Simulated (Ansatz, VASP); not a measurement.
# One calculation of W, two programs

The input INCAR:

```
SYSTEM = W
PREC = Accurate
ENCUT = 520
EDIFF = 1E-6
ISMEAR = 0
SIGMA = 0.15
LREAL = .False.
LASPH = .True.
NELM = 100
ALGO = Fast
ISIF = 2
LWAVE = .False.
LCHARG = .False.
NBANDS = 13
```

The input KPOINTS:

```
regular mesh
0
Gamma
  20 20 20
  0 0 0
```

POSCAR

```
W
1.0
    0.0000000000      2.0909000000      2.0300000000
    2.0909000000      0.0000000000      2.0300000000
    2.0909000000      2.0909000000      0.0000000000
W
1
Direct
    0.0000000000      0.0000000000      0.0000000000
```

Input for Ansatz:

```yaml
crystal:
  lattice:
    - [0.0, 2.0909, 2.03]
    - [2.0909, 0.0, 2.03]
    - [2.0909, 2.0909, 0.0]
  atoms:
    - { symbol: W, position: [0.0, 0.0, 0.0] }
basis:
  ecutwfc: 420
kpoints:
  mp_grid: { grid: [20, 20, 20] }
hamiltonian:
  xc: lda
scf:
  occupations: { method: gaussian, width: 0.15 }
output:
  forces: true
  stress: true
  eigenvalues: true
```

Change from the starting cell: strain +0.030 along x and y, +0.000 along z, atoms carried along.

Alike in both runs: task single point; functional LDA; k mesh 20 × 20 × 20; occupations gaussian, width 0.15 eV; no spin polarisation.

|  | VASP | Ansatz |
| --- | --- | --- |
| version | VASP 6.6.1 | Ansatz 0.2.0 |
| potentials or method | VASP PAW LDA potentials, release 64 (W_sv), cutoff 520 eV | scalar-relativistic, plane waves, PAW |
| valence electrons in the cell | 14 | 14 |

```tsv
	VASP	Ansatz	Ansatz less VASP
gap on the k mesh at the Fermi level (eV)	none	none	-
pressure (GPa)	-29.0	-30.1	-1.08
traceless stress, the component that is largest in VASP (GPa)	-5.66	-5.66	+0.003
```

LDA's correlation is that of Perdew and Zunger in VASP and of Perdew and Wang (1992) in Ansatz. A gap of «none» marks a metal or a gap that the smearing closes. Both programs put the cell under strong tension, so it lies far from rest at this level.

Spin-orbit coupling is off throughout.
